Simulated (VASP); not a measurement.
Write the native input for VASP 6.6.1 that does the following.

| Property | Result |
| --- | --- |
| Task | relaxation of cell and atoms |
| Functional | PBEsol |
| Potentials or basis | VASP PAW PBE potentials, release 64 (Zr_sv) |
| Cutoff | 600 eV |
| k mesh | 12 × 12 × 14 |
| Occupations | gaussian, width 0.1 eV |
| Spin | no spin polarisation |
| Dipole correction | no |
| Further INCAR settings | ALGO = Fast; EDIFF = 1e-07; IBRION = 2; EDIFFG = -0.01; NSW = 80; ISIF = 3 |

The structure of Zr lies in POSCAR:

```
Zr
1.0
    4.9679365474      0.0000000000      0.0000000000
   -2.4839682737      4.3023592545      0.0000000000
    0.0000000000      0.0000000000      3.1188748524
Zr
3
Direct
    0.0000000000      0.0000000000      0.0000000000
    0.3333333333      0.6666666667      0.5000000000
    0.6666666667      0.3333333333      0.5000000000
```

This isn't the form of Zr at room conditions, which is hcp.

The input as run:

INCAR

```
  ALGO = Fast
  EDIFF = 1E-7
  EDIFFG = -0.01
  ENCUT = 600
  GGA = PS
  IBRION = 2
  ISIF = 3
  ISMEAR = 0
  LASPH = True
  LCHARG = False
  LREAL = False
  LWAVE = False
  NELM = 80
  NSW = 80
  PREC = Accurate
  SIGMA = 0.1
```

KPOINTS

```
k-points
0
Gamma
  12 12 14
```

Potentials or basis: VASP PAW PBE potentials, release 64 (Zr_sv).

The run is started by

```console
$ cat potpaw_PBE.64/Zr_sv/POTCAR > POTCAR
$ mpirun -np 1 vasp_std > vasp.out
```

Results of the run:

| Item | Value |
| --- | --- |
| Energy gained by relaxing | 0.1 meV/atom |
| Ionic steps | 2 |
| Pressure after relaxing | 0.0 GPa |
| Band gap on the k mesh | zero (bands 18 and 19 overlap by 0.62 eV) |

Caveat: the PAW data sets were made with another functional, which shifts forces and pressure a little.

Wall time 6.8 min on 1 thread of AMD EPYC 9R45 96-Core Processor (Zen 5) (shared host), peak memory 0.33 GiB.
